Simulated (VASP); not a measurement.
# BaTiO3 in VASP: single point with RPBE

Aim: the single point of BaTiO3 with RPBE.

All numbers are computed with VASP 6.6.1; they aren't measurements. Logs are shortened: lines on timing, memory, paths and dates and some standing lists are left out, and cuts for length are marked.

### 1 The cell of the first run

The typed cell holds 10 atoms: a = 3.966 Å, b = 4.131 Å, c = 8.612 Å, α = 90.00°, β = 90.00°, γ = 90.00°.

### 2 Single point, RPBE

The input, INCAR:

```
SYSTEM = BaTiO3
PREC = Accurate ; ENCUT = 520
EDIFF = 1E-6 ; ISMEAR = -1
SIGMA = 0.05 ; LREAL = .FALSE.
LASPH = .TRUE. ; NELM = 60
ALGO = Normal ; ISIF = 2
LWAVE = .FALSE. ; LCHARG = .FALSE.
GGA = RP ; NBANDS = 51
```

The input, KPOINTS:

```
Automatic mesh
0
G
  7 7 4
  0 0 0
```

The input, POSCAR:

```
BaTiO3
1.0
    3.9662219181      0.0000568832     -0.0000141382
    0.0000568832      4.1310796262      0.0000050773
   -0.0000282765      0.0000101547      8.6123718062
Ba Ti O
2 2 6
Direct
    0.4999635425      0.4906956556      0.2626570216
    0.5000116242      0.5093047989      0.7626611376
   -0.0000782966      0.9756255390      0.0205200399
    1.0000331133      1.0243749526      0.5205265223
    0.5000714043      1.0207953400      0.9905482919
    0.4999651277      0.9792019378      0.4905493495
    1.0000534061      0.5296793584      0.9956202871
    0.9999765326      0.4703204622      0.4956218069
    0.9999927645     -0.0016278685      0.2306454926
    0.0000107814      0.0016298341      0.7306500406
```

Potentials or basis: VASP PAW PBE potentials, release 64 (Ba_sv, Ti_sv, O).

Run with:

```bash
> cat potpaw_PBE.64/Ba_sv/POTCAR potpaw_PBE.64/Ti_sv/POTCAR potpaw_PBE.64/O/POTCAR > POTCAR
> mpirun -np 1 vasp_std > vasp.out
```

OUTCAR:

```text
SYSTEM = BaTiO3
   PREC = Accurate
   ENCUT = 520
   EDIFF = 1E-6
   ISMEAR = -1
   LREAL = .FALSE.
   LASPH = .TRUE.
   NELM = 60
   ISIF = 2
   GGA = RP

 ion  position               nearest neighbor table
   1  0.500  0.491  0.263-   6 2.82   8 2.82   8 2.82   9 2.85   9 2.85   6 2.88   9 2.90   9 2.90
                             7 3.04   7 3.04   5 3.04   5 3.21   3 3.51   3 3.51   4 3.55   4 3.55
   2  0.500  0.509  0.763-   5 2.82   7 2.82   7 2.82  10 2.85  10 2.85   5 2.88  10 2.90  10 2.90
                             8 3.04   8 3.04   6 3.04   6 3.21   4 3.51   4 3.51   3 3.55   3 3.55
   3  1.000  0.976  0.021-   9 1.81   7 1.85   5 2.01   5 2.01   7 2.30   1 3.51   1 3.51   2 3.55
                             2 3.55   1 3.58   1 3.58   2 3.70   2 3.70
   4  0.000  0.024  0.521-  10 1.81   8 1.85   6 2.01   6 2.01   8 2.30   2 3.51   2 3.51   1 3.55
                             1 3.55   2 3.58   2 3.58   1 3.70   1 3.70
   5  0.500  0.021  0.991-   3 2.01   3 2.01   2 2.82   2 2.88   1 3.04   1 3.21
   6  0.500  0.979  0.491-   4 2.01   4 2.01   1 2.82   1 2.88   2 3.04   2 3.21
   7  0.000  0.530  0.996-   3 1.85   3 2.30   2 2.82   2 2.82   1 3.04   1 3.04
   8  1.000  0.470  0.496-   4 1.85   4 2.30   1 2.82   1 2.82   2 3.04   2 3.04
   9  1.000  0.998  0.231-   3 1.81   1 2.85   1 2.85   1 2.90   1 2.90
  10  0.000  0.002  0.731-   4 1.81   2 2.85   2 2.85   2 2.90   2 2.90

  LATTYP: Found a simple monoclinic cell.
 ALAT       =     3.9662219185
 B/A-ratio  =     2.1714296333
 C/A-ratio  =     1.0415654271
 COS(beta)  =    -0.0000281115

  Lattice vectors:

 A1 = (   3.9662219181,   0.0000568832,  -0.0000141382)
 A2 = (  -0.0000282765,   0.0000101547,   8.6123718062)
 A3 = (  -0.0000568832,  -4.1310796262,  -0.0000050773)

Analysis of symmetry for initial positions (statically):
=====================================================================
 Subroutine PRICEL returns:
 Original cell was already a primitive cell.

 Routine SETGRP: Setting up the symmetry group for a
 simple monoclinic supercell.

 Subroutine GETGRP returns: Found  1 space group operations
 (whereof  1 operations were pure point group operations)
 out of a pool of  4 trial point group operations.

The static configuration has the point symmetry C_1 .

Analysis of symmetry for dynamics (positions and initial velocities):
=====================================================================
 Subroutine PRICEL returns:
 Original cell was already a primitive cell.

 Routine SETGRP: Setting up the symmetry group for a
 simple monoclinic supercell.

 Subroutine GETGRP returns: Found  1 space group operations
 (whereof  1 operations were pure point group operations)
[... 130 lines left out ...]
   NUPDOWN=      -1.0000    fix difference up-down
   EMIN   =  10.00;   EMAX   =-10.00  energy-range for DOS
   EFERMI =   0.00;   METHOD = LEGACY
   ISMEAR =    -1;   SIGMA  =   0.05  broadening in eV -4-tet -1-fermi 0-gaus
   EFERMI_NEDOS =   21; number of points for ismear=-14 and -15
   IALGO  =     38    algorithm
   IMIX   =      4    mixing-type and parameters
     AMIX     =   0.40;   BMIX     =  1.00
     AMIX_MAG =   1.60;   BMIX_MAG =  1.00
  volume/ion in A,a.u.               =      14.11        95.23
  Fermi-wavevector in a.u.,A,eV,Ry     =   1.354931  2.560448 24.978077  1.835837
  Thomas-Fermi vector in A             =   2.482061
   LORBIT       =      0    0 simple, 1 ext, 2 COOP (PROOUT), +10 PAW based schemes
   GGA     = RP    functional components
   LHFCALC =     F    Hartree Fock is set to
   AEXX    =    0.0000 exact exchange contribution
   IVDW    =     0    specifies the selected vdW correction
   LEPSILON=     F    determine dielectric tensor
   LRPA    =     F    only Hartree local field effects (RPA)
 non-spin polarized calculation
  energy-cutoff  :      520.00
  volume of cell :      141.11
 maximum number of plane-waves:      3828
 NGX is ok and might be reduce to    30
   NGX = 15   NGY = 15   NGZ = 33

 number of electron      79.9999991 magnetization

 Free energy of the ion-electron system (eV)
  ---------------------------------------------------
  ext. energy  EPLUGINS =         0.00000000
  ---------------------------------------------------
  free energy    TOTEN  =       -76.12614466 eV

  energy without entropy =      -76.12614466  energy(sigma->0) =      -76.12614466

 E-fermi :   4.5184     XC(G=0): -10.4774

 val. band max:        3.3094631098   @ k =   0.4286   0.4286   0.0000
 cond. band min:       5.9162789438   @ k =   0.0000   0.0000   0.0000
 fundamental gap:      2.6068158341
 Fermi energy:         4.5183603753

 k-point     1 :       0.0000    0.0000    0.0000
  band No.  band energies     occupation
      1     -53.2041      2.00000
      2     -53.2038      2.00000
      3     -29.4956      2.00000
      4     -29.4755      2.00000
      5     -29.3948      2.00000
      6     -29.3940      2.00000
[... 1285 lines left out ...]
     50       9.9676      0.00000
     51      10.4211      0.00000

 [... further k-points ...]

------------------------ aborting loop because EDIFF is reached ----------------------------------------

  FORCE on cell =-STRESS in cart. coord.  units (eV):
  Direction    XX          YY          ZZ          XY          YZ          ZX
  --------------------------------------------------------------------------------------
  -------------------------------------------------------------------------------------
  Total        1.1090757      1.1233766      1.1146957     -0.0010439     -0.0000925     -0.0003859
  in kB       12.5923975     12.7547688     12.6562062     -0.0118521     -0.0010502     -0.0043819
  external PRESSURE =      12.6677909 kB  Pullay stress =       0.0000000 kB

 VOLUME and BASIS-vectors are now :
 -----------------------------------------------------------------------------
  energy-cutoff  :      520.00
  volume of cell :      141.11
      direct lattice vectors                 reciprocal lattice vectors
     3.966221918  0.000056883 -0.000014138     0.252129109 -0.000003472  0.000000828
     0.000056883  4.131079626  0.000005077    -0.000003472  0.242067472 -0.000000285
    -0.000028276  0.000010155  8.612371806     0.000000414 -0.000000143  0.116112033

 POSITION                                       TOTAL-FORCE (eV/Angst)
 -----------------------------------------------------------------------------------
      1.98299      2.02713      2.26210         0.000194      0.007542     -0.053815
      1.98316      2.10401      6.56832         0.000051     -0.007549     -0.054067
      3.96597      4.03044      0.17672         0.000213      0.053298     -0.061920
      0.00012      0.10070      4.48297        -0.000153     -0.053209     -0.062717
      1.98337      0.08595      8.53096        -0.000293     -0.008502      0.025069
      1.98301      4.04519      4.22479         0.000179      0.008556      0.025258
      0.00021      2.18816      8.57465        -0.000183     -0.054100      0.027505
      3.96614      1.94299      4.26847        -0.000046      0.053983      0.027651
      3.96624      4.12441      1.98640         0.000059     -0.008077      0.063317
      0.00002      0.00674      6.29263        -0.000020      0.008058      0.063718
 -----------------------------------------------------------------------------------
    total drift:                               -0.000002     -0.000021     -0.000327

  FREE ENERGIE OF THE ION-ELECTRON SYSTEM (eV)
  ---------------------------------------------------
  free  energy   TOTEN  =       -76.1261446619 eV

  energy  without entropy=      -76.1261446619  energy(sigma->0) =      -76.12614466
```

OSZICAR:

```text
N       E                     dE             d eps       ncg     rms          rms(c)
DAV:   1     0.981916121033E+03    0.98192E+03   -0.38588E+04 10098   0.166E+03
DAV:   2     0.522383967938E+02   -0.92968E+03   -0.87136E+03 11257   0.473E+02
DAV:   3    -0.885500623521E+02   -0.14079E+03   -0.13849E+03 13556   0.180E+02
DAV:   4    -0.966668265529E+02   -0.81168E+01   -0.80985E+01 15220   0.409E+01
DAV:   5    -0.970397997597E+02   -0.37297E+00   -0.37276E+00 14529   0.744E+00    0.329E+01
DAV:   6    -0.760885721026E+02    0.20951E+02   -0.12251E+02 15215   0.743E+01    0.145E+01
DAV:   7    -0.765677403093E+02   -0.47917E+00   -0.29593E+01 14894   0.320E+01    0.986E+00
DAV:   8    -0.760592838411E+02    0.50846E+00   -0.16849E+00 15100   0.988E+00    0.462E+00
DAV:   9    -0.761450483673E+02   -0.85765E-01   -0.66524E-01 16908   0.543E+00    0.209E+00
DAV:  10    -0.761296809223E+02    0.15367E-01   -0.22136E-01 14520   0.389E+00    0.560E-01
DAV:  11    -0.761275712116E+02    0.21097E-02   -0.23252E-02 13388   0.100E+00    0.386E-01
DAV:  12    -0.761258913471E+02    0.16799E-02   -0.10037E-02 14201   0.599E-01    0.839E-02
DAV:  13    -0.761260436505E+02   -0.15230E-03   -0.85095E-04 13526   0.190E-01    0.447E-02
DAV:  14    -0.761261189263E+02   -0.75276E-04   -0.21187E-04 13463   0.930E-02    0.219E-02
DAV:  15    -0.761261370344E+02   -0.18108E-04   -0.50520E-05 14633   0.462E-02    0.113E-02
DAV:  16    -0.761261415467E+02   -0.45123E-05   -0.10657E-05 13770   0.232E-02    0.817E-03
DAV:  17    -0.761261442759E+02   -0.27292E-05   -0.68752E-06 10322   0.148E-02    0.323E-03
DAV:  18    -0.761261446619E+02   -0.38604E-06   -0.18510E-06  7398   0.749E-03
   1 F= -.76126145E+02 E0= -.76126145E+02  d E =-.112679E-10
```

stdout:

```text
POSCAR found type information on POSCAR BaTiO
 POSCAR found :  3 types and      10 ions
 scaLAPACK will be used
 -----------------------------------------------------------------------------
|                                                                             |
|                                                                             |
|     You enforced a specific xc type in the INCAR file but a different       |
|     I HOPE YOU KNOW WHAT YOU ARE DOING!                                     |
|                                                                             |
 -----------------------------------------------------------------------------

 LDA part: xc-table for (Slater+PW92), standard interpolation
 POSCAR, INCAR and KPOINTS ok, starting setup
 FFT: planning ... GRIDC
 FFT: planning ... GRID_SOFT
 FFT: planning ... GRID
 WAVECAR not read
 entering main loop
```

Wall time 25 min (1 thread of Oxide Virtual Turin-like, shared host); peak memory 0.62 GiB.

Results:

| Property | Result |
| --- | --- |
| Free energy | -76.1261 eV |
| Pressure | 1.3 GPa |
| Largest force | 0.082 eV/Å |
| Band gap on the k mesh | 2.61 eV (least direct gap 3.18 eV) |

Forces on the atoms (eV/Å):
```
Ba   0.000  0.008 -0.054
Ba   0.000 -0.008 -0.054
Ti   0.000  0.053 -0.062
Ti   0.000 -0.053 -0.063
O    0.000 -0.009  0.025
O    0.000  0.009  0.025
O    0.000 -0.054  0.028
O    0.000  0.054  0.028
O    0.000 -0.008  0.063
O    0.000  0.008  0.064
```

Caveat: the PAW data sets were made with another functional, which shifts forces and pressure a little; spin-orbit coupling is left out, which moves the levels of the heavy elements. Expect the measured gap to be larger: semilocal functionals such as RPBE lack the derivative discontinuity.
